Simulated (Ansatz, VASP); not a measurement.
WC in VASP and in Ansatz

INCAR

```
PREC = Accurate
ENCUT = 520
EDIFF = 1E-6
ISMEAR = 0
SIGMA = 0.15
LREAL = F
LASPH = T
NELM = 100
ALGO = Normal
ISIF = 2
LWAVE = F
LCHARG = F
GGA = PS
NBANDS = 16
```

File KPOINTS:

```
regular mesh
0
Gamma
  18 18 18
```

POSCAR

```
WC
1.0
    0.0000000000      2.1926840000      2.1926840000
    2.1926840000      0.0000000000      2.1926840000
    2.1926840000      2.1926840000      0.0000000000
W C
1 1
Direct
    0.0322484581      0.0000000000      0.0000000000
    0.5000000000      0.5000000000      0.5000000000
```

Input for Ansatz:

```yaml
crystal:
  lattice:
    - [0.0, 2.192684, 2.192684]
    - [2.192684, 0.0, 2.192684]
    - [2.192684, 2.192684, 0.0]
  atoms:
    - { symbol: W, position: [0.0322484581, 0.0, 0.0] }
    - { symbol: C, position: [0.5, 0.5, 0.5] }
basis:
  ecutwfc: 420
kpoints:
  mp_grid: { grid: [18, 18, 18] }
hamiltonian:
  xc: pbesol
scf:
  occupations: { method: gaussian, width: 0.15 }
output:
  forces: true
  stress: true
  eigenvalues: true
```

Change from the starting cell: all W atoms moved -0.100 Å, as atom 1 towards its neighbour atom 1 (W) at 3.101 Å.

Alike in both runs: task single point; functional PBEsol; k mesh 18 × 18 × 18; occupations gaussian, width 0.15 eV; no spin polarisation.

|  | VASP | Ansatz |
| --- | --- | --- |
| version | VASP 6.6.1 | Ansatz 0.2.0 |
| potentials or method | VASP PAW PBE potentials, release 64 (W_sv, C), cutoff 520 eV | scalar-relativistic, plane waves, PAW |
| valence electrons in the cell | 18 | 18 |

Ansatz gave:

- gap on the k mesh at the Fermi level (eV): none
- pressure (GPa): -8.6
- traceless stress, the component that is largest in VASP (GPa): -1.74
- rms of the force components (eV/Å): 0.388

Question: Estimate VASP's values.

Answer: gap on the k mesh at the Fermi level (eV): none; pressure (GPa): -7.6; traceless stress, the component that is largest in VASP (GPa): -1.75; rms of the force components (eV/Å): 0.393.

VASP's potentials were made for PBE, not for PBEsol. Atom by atom the forces differ by 0.006 eV/Å (rms over components). A gap of «none» marks a metal or a gap that the smearing closes.

Neither program's run includes spin-orbit coupling.
